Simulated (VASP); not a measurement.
## Ga: single point with PBE

The system is Ga.

```
CELL_PARAMETERS angstrom
5.37717 0.00000 0.00000
0.00000 5.37717 0.00000
0.00000 0.00000 5.37717
ATOMIC_POSITIONS crystal
Ga 0.50000 0.50000 0.50000
Ga 0.00000 0.00000 0.00000
Ga 0.25000 0.00000 0.50000
Ga 0.50000 0.25000 0.00000
Ga 0.50000 0.75000 0.00000
Ga 0.75000 0.00000 0.50000
Ga 0.00000 0.50000 0.75000
Ga 0.00000 0.50000 0.25000
```

- Program: VASP 6.6.1
- Task: single point
- Functional: PBE
- Potentials or basis: VASP PAW PBE potentials, release 64 (Ga_d)
- Cutoff: 520 eV
- k mesh: 8 × 8 × 8
- Occupations: gaussian, width 0.1 eV
- Spin: no spin polarisation
- Dipole correction: no
- Further INCAR settings: ALGO = Fast; EDIFF = 1e-06; NBANDS = 62

```
Pressure               : 0.1 GPa
Band gap on the k mesh : zero (band 52 reaches 8.20 eV, above the bottom of band 53 at 4.48 eV)
```

Levels at points of the mesh, in eV from the Fermi level:
| k point | band 49 | band 50 | band 51 | band 52 | band 53 | band 54 | band 55 | band 56 |
| --- | --- | --- | --- | --- | --- | --- | --- | --- |
| (0.00, 0.00, 0.00) | -1.24 | -1.24 | -0.39 | -0.39 | -0.39 | 0.03 | 0.03 | 0.03 |
| (0.50, 0.00, 0.00) | -3.29 | -3.29 | -0.13 | -0.13 | 0.58 | 0.58 | 1.33 | 1.33 |
| (0.50, 0.50, 0.00) | -2.80 | -2.18 | -2.18 | -1.49 | 1.97 | 1.99 | 2.57 | 2.57 |
| (0.50, 0.50, 0.50) | 2.86 | 2.86 | 2.86 | 2.86 | 2.87 | 2.88 | 3.48 | 3.57 |

It took 3.9 min on 1 thread of Intel(R) Xeon(R) Platinum 8488C (Sapphire Rapids) (shared host), peak memory 0.38 GiB.
